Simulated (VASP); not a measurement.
Here is a VASP 6.6.1 calculation.

File INCAR:

```
ALGO = Normal
EDIFF = 1E-6
ENCUT = 1340
GGA = PE
GGA_COMPAT = False
ISIF = 2
ISMEAR = 0
LASPH = True
LCHARG = False
LDAU = True
LDAUJ = 0 0 0
LDAUL = -1 2 -1
LDAUPRINT = 1
LDAUTYPE = 2
LDAUU = 0 4 0
LMAXMIX = 4
LREAL = False
LWAVE = False
NBANDS = 28
NELM = 200
PREC = Accurate
SIGMA = 0.05
```

Contents of KPOINTS:

```
k-points
0
Gamma
  6 6 6
```

Contents of POSCAR:

```
BaTiO3
1.0
    4.0631333954      0.0000000000      0.0000000000
    0.0000000000      2.9126463785      2.8084381662
    0.0000000000     -2.9126463785      2.8084381662
Ba Ti O
1 1 3
Direct
    0.0000000000      0.0080771855      0.0080771855
    0.5000000000      0.5197092867      0.5197092867
    0.0000000000      0.4916268346      0.4916268346
    0.5000000000      0.4938075389      0.9829991543
    0.5000000000      0.9829991543      0.4938075389
```

Potentials or basis: VASP PAW PBE potentials, release 64 (Ba_sv, Ti_sv, O_h).

Command:

```console
$ cat potpaw_PBE.64/Ba_sv/POTCAR potpaw_PBE.64/Ti_sv/POTCAR potpaw_PBE.64/O_h/POTCAR > POTCAR
$ mpirun -np 1 vasp_std > vasp.out
```

Problem. What does it give for the largest force?

Solution. 0.759 eV/Å.

Problem. What does it give for the band gap on the k mesh?

Solution. 2.47 eV (least direct gap 2.86 eV).

Problem. What does it give for the pressure?

Solution. 3.3 GPa.

Stress tensor (GPa, compression positive):
```
0.68 0.00 0.00
0.00 0.29 0.00
0.00 0.00 9.00
```

Caveat: the stress differs along the axes, from 0 to 9 GPa; spin-orbit coupling is left out, which moves the levels of the heavy elements. A k mesh can miss the band edges.
